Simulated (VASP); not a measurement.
# K in VASP: notebook

The runs below take K through single point, with PBE.

All numbers are computed with VASP 6.6.1; they aren't measurements. Logs are shortened: lines on timing, memory, paths and dates and some standing lists are left out, and cuts for length are marked.

**1. The cell of the first run**

Symmetry: I4/mmm, No. 139, tetragonal system. The conventional cell has a = 5.210 Å, b = 5.210 Å, c = 5.288 Å, α = 90.00°, β = 90.00°, γ = 90.00°.

**2. Single point, PBE (z stretched by +1 % at fixed volume)**

Contents of INCAR:

```
SYSTEM = K
PREC = Accurate
ENCUT = 520
EDIFF = 1E-6
ISMEAR = -1
SIGMA = 0.08
LREAL = .False.
LASPH = .True.
NELM = 60
ALGO = Normal
ISIF = 2
LWAVE = .False.
LCHARG = .False.
GGA = PE
NBANDS = 10
```

Contents of KPOINTS:

```
Automatic mesh
0
Gamma
  10 10 10
  0 0 0
```

Contents of POSCAR:

```
K
1.0
   -2.6050073639      2.6050073639      2.6441800000
    2.6050073639     -2.6050073639      2.6441800000
    2.6050073639      2.6050073639     -2.6441800000
K
1
Direct
    0.0000000000      0.0000000000      0.0000000000
```

Potentials or basis: VASP PAW PBE potentials, release 64 (K_sv).

The run is started by

```
$ cat potpaw_PBE.64/K_sv/POTCAR > POTCAR
$ mpirun -np 1 vasp_std > vasp.out
```

OUTCAR:

```text
SYSTEM = K
   PREC = Accurate
   ENCUT = 520
   EDIFF = 1E-6
   ISMEAR = -1
   LREAL = .False.
   LASPH = .True.
   NELM = 60
   ISIF = 2
   GGA = PE

 ion  position               nearest neighbor table
   1  0.000  0.000  0.000-

  LATTYP: Found a body centered tetragonal cell.
 ALAT       =     5.2100147278
 C/A-ratio  =     1.0150374378

  Lattice vectors:

 A1 = (  -2.6050073639,   2.6050073639,   2.6441800000)
 A2 = (   2.6050073639,  -2.6050073639,   2.6441800000)
 A3 = (   2.6050073639,   2.6050073639,  -2.6441800000)

Analysis of symmetry for initial positions (statically):
=====================================================================
 Subroutine PRICEL returns:
 Original cell was already a primitive cell.

 Routine SETGRP: Setting up the symmetry group for a
 body centered tetragonal supercell.

 Subroutine GETGRP returns: Found 16 space group operations
 (whereof 16 operations were pure point group operations)
 out of a pool of 16 trial point group operations.

The static configuration has the point symmetry D_4h.

Analysis of symmetry for dynamics (positions and initial velocities):
=====================================================================
 Subroutine PRICEL returns:
 Original cell was already a primitive cell.

 Routine SETGRP: Setting up the symmetry group for a
 body centered tetragonal supercell.

 Subroutine GETGRP returns: Found 16 space group operations
 (whereof 16 operations were pure point group operations)
 out of a pool of 16 trial point group operations.

The dynamic configuration has the point symmetry D_4h.

 Subroutine INISYM returns: Found 16 space group operations
 (whereof 16 operations are pure point group operations),
 and found     1 'primitive' translations

----------------------------------------------------------------------------------------

                                     Primitive cell

  volume of cell :      71.7743

  direct lattice vectors                    reciprocal lattice vectors
    -2.605007364  2.605007364  2.644180000     0.000000000  0.191938037  0.189094540
     2.605007364 -2.605007364  2.644180000     0.191938037  0.000000000  0.189094540
     2.605007364  2.605007364 -2.644180000     0.191938037  0.191938037  0.000000000

[... 76 lines left out ...]
   LNONCOLLINEAR =      F non collinear calculations
   LSORBIT =      F    spin-orbit coupling
   LASPH  =      T    aspherical Exc in radial PAW
   ENCUT  =  520.0 eV  38.22 Ry    6.18 a.u.   8.43  8.43  8.43*2*pi/ulx,y,z
   NELM   =     60;   NELMIN=  2; NELMDL= -5     # of ELM steps
   EDIFF  = 0.1E-05   stopping-criterion for ELM
   LREAL  =      F    real-space projection
   EDIFFG = 0.1E-04   stopping-criterion for IOM
   NSW    =      0    number of steps for IOM
   IBRION =     -1    ionic relax: 0-MD 1-quasi-New 2-CG
   NFREE  =      0    steps in history (QN), initial steepest desc. (CG)
   ISIF   =      2    stress and relaxation
   ISYM   =      2    0-nonsym 1-usesym 2-fastsym
   POTIM  = 0.5000    time-step for ionic-motion
   TEBEG  =    0.0;   TEEND  =   0.0 temperature during run
   PSTRESS=    0.0 pullay stress
   NELECT =       9.0000    total number of electrons
   NUPDOWN=      -1.0000    fix difference up-down
   EMIN   =  10.00;   EMAX   =-10.00  energy-range for DOS
   EFERMI =   0.00;   METHOD = LEGACY
   ISMEAR =    -1;   SIGMA  =   0.08  broadening in eV -4-tet -1-fermi 0-gaus
   EFERMI_NEDOS =   21; number of points for ismear=-14 and -15
   IALGO  =     38    algorithm
   IMIX   =      4    mixing-type and parameters
     AMIX     =   0.40;   BMIX     =  1.00
     AMIX_MAG =   1.60;   BMIX_MAG =  1.00
  volume/ion in A,a.u.               =      71.77       484.36
  Fermi-wavevector in a.u.,A,eV,Ry     =   0.819406  1.548454  9.135317  0.671427
  Thomas-Fermi vector in A             =   1.930206
   LORBIT       =      0    0 simple, 1 ext, 2 COOP (PROOUT), +10 PAW based schemes
   GGA     = PE    functional components
   LHFCALC =     F    Hartree Fock is set to
   AEXX    =    0.0000 exact exchange contribution
   IVDW    =     0    specifies the selected vdW correction
   LEPSILON=     F    determine dielectric tensor
   LRPA    =     F    only Hartree local field effects (RPA)
 non-spin polarized calculation
  energy-cutoff  :      520.00
  volume of cell :       71.77
 maximum number of plane-waves:      1950
 NGX is ok and might be reduce to    36
   NGX = 17   NGY = 17   NGZ = 17

 number of electron       9.0000000 magnetization

 Free energy of the ion-electron system (eV)
  ---------------------------------------------------
  ext. energy  EPLUGINS =         0.00000000
  ---------------------------------------------------
  free energy    TOTEN  =        -1.05338602 eV

  energy without entropy =       -1.03532085  energy(sigma->0) =       -1.04435344

 E-fermi :  -0.0656     XC(G=0):  -5.7104

 val. band max:       -0.0684931153   @ k =   0.5000   0.2000   0.0000
 cond. band min:      -0.0622559597   @ k =  -0.3000   0.4000   0.2000
 fundamental gap:      0.0062371556
 Fermi energy:        -0.0656433728

 k-point     1 :       0.0000    0.0000    0.0000
  band No.  band energies     occupation
      1     -32.1827      2.00000
      2     -15.6306      2.00000
      3     -15.6306      2.00000
      4     -15.6305      2.00000
      5      -2.2567      2.00000
      6       4.2289      0.00000
      7       4.2289      0.00000
      8       4.3031      0.00000
      9       5.1274      0.00000
     10       5.2267      0.00000
[... 287 lines left out ...]
 k-point    24 :       0.4000    0.3000    0.0000
  band No.  band energies     occupation
      1     -32.1776      2.00000
      2     -15.6878      2.00000
      3     -15.6733      2.00000
      4     -15.6396      2.00000
      5       0.7111      0.00012
      6       1.3716      0.00000
      7       1.8047      0.00000
      8       4.5786      0.00000
      9       5.1902      0.00000
     10       5.5374      0.00000

 [... further k-points ...]
[... 5 lines left out ...]
  --------------------------------------------------------------------------------------
  -------------------------------------------------------------------------------------
  Total        0.0449128      0.0449128      0.0456242      0.0000000      0.0000000      0.0000000
  in kB        1.0025641      1.0025641      1.0184441      0.0000000      0.0000000      0.0000000
  external PRESSURE =       1.0078574 kB  Pullay stress =       0.0000000 kB

 VOLUME and BASIS-vectors are now :
 -----------------------------------------------------------------------------
  energy-cutoff  :      520.00
  volume of cell :       71.77
      direct lattice vectors                 reciprocal lattice vectors
    -2.605007364  2.605007364  2.644180000     0.000000000  0.191938037  0.189094540
     2.605007364 -2.605007364  2.644180000     0.191938037  0.000000000  0.189094540
     2.605007364  2.605007364 -2.644180000     0.191938037  0.191938037  0.000000000

 POSITION                                       TOTAL-FORCE (eV/Angst)
 -----------------------------------------------------------------------------------
      0.00000      0.00000      0.00000         0.000000      0.000000      0.000000
 -----------------------------------------------------------------------------------
    total drift:                               -0.000000      0.000000      0.000000

  FREE ENERGIE OF THE ION-ELECTRON SYSTEM (eV)
  ---------------------------------------------------
  free  energy   TOTEN  =        -1.0533860238 eV

  energy  without entropy=       -1.0353208520  energy(sigma->0) =       -1.04435344
```

stdout:

```text
POSCAR found type information on POSCAR K
 POSCAR found :  1 types and       1 ions
 scaLAPACK will be used
 LDA part: xc-table for (Slater+PW92), standard interpolation
 POSCAR, INCAR and KPOINTS ok, starting setup
 FFT: planning ... GRIDC
 FFT: planning ... GRID_SOFT
 FFT: planning ... GRID
 WAVECAR not read
 entering main loop
```

It took 42 s on 1 thread of Intel Xeon Platinum 8259CL at 2.50GHz (Skylake/Cascade Lake), shared host; peak memory 0.23 GiB.

Results:

```yaml
Free_energy: -1.0534 eV
Pressure: 0.1 GPa
Band_gap_on_the_k_mesh: zero (an odd number of electrons rules out a gap without spin polarisation)
```

**3. Single point, PBE (xy shear strain of -3 %)**

Contents of INCAR:

```
PREC = Accurate
ENCUT = 520
EDIFF = 1E-6
ISMEAR = -1
SIGMA = 0.08
LREAL = False
LASPH = True
NELM = 80
ALGO = Normal
ISIF = 2
LWAVE = False
LCHARG = False
GGA = PE
NBANDS = 10
```

Contents of KPOINTS:

```
Automatic mesh
0
Gamma
  10 10 10
```

Contents of POSCAR:

```
K
1.0
   -2.6572700000      2.6572700000      2.6180000000
    2.6572700000     -2.6572700000      2.6180000000
    2.5787300000      2.5787300000     -2.6180000000
K
1
Direct
    0.0000000000      0.0000000000      0.0000000000
```

Potentials or basis: VASP PAW PBE potentials, release 64 (K_sv).

The run is started by

```
$ cat potpaw_PBE.64/K_sv/POTCAR > POTCAR
$ mpirun -np 1 vasp_std > vasp.out
```

Wall time 66 s (1 thread of Intel Xeon Platinum 8259CL at 2.50GHz (Skylake/Cascade Lake), shared host); peak memory 0.27 GiB.

It converged, with:

```yaml
Free_energy: -1.0528 eV
Pressure: 0.1 GPa
Band_gap_on_the_k_mesh: zero (an odd number of electrons rules out a gap without spin polarisation)
```

Stress tensor (GPa, compression positive):
```
0.10 0.08 0.00
0.08 0.10 0.00
0.00 0.00 0.11
```

Levels at points of the mesh, in eV from the Fermi level:
```
           k point  band 2  band 3  band 4  band 5  band 6  band 7
(0.00, 0.00, 0.00)  -15.57  -15.57  -15.57   -2.19    4.25    4.30
(0.50, 0.00, 0.00)  -15.64  -15.59  -15.57    0.45    0.70    3.17
(0.50, 0.50, 0.00)  -15.64  -15.59  -15.57    0.38    0.62    3.18
(0.00, 0.00, 0.50)  -15.64  -15.59  -15.57    0.51    0.78    3.16
(0.50, 0.50, 0.50)  -15.63  -15.62  -15.61    1.66    1.66    3.54
```

Caveat: the cell differs from its parent crystal (xy shear strain of -3 %).
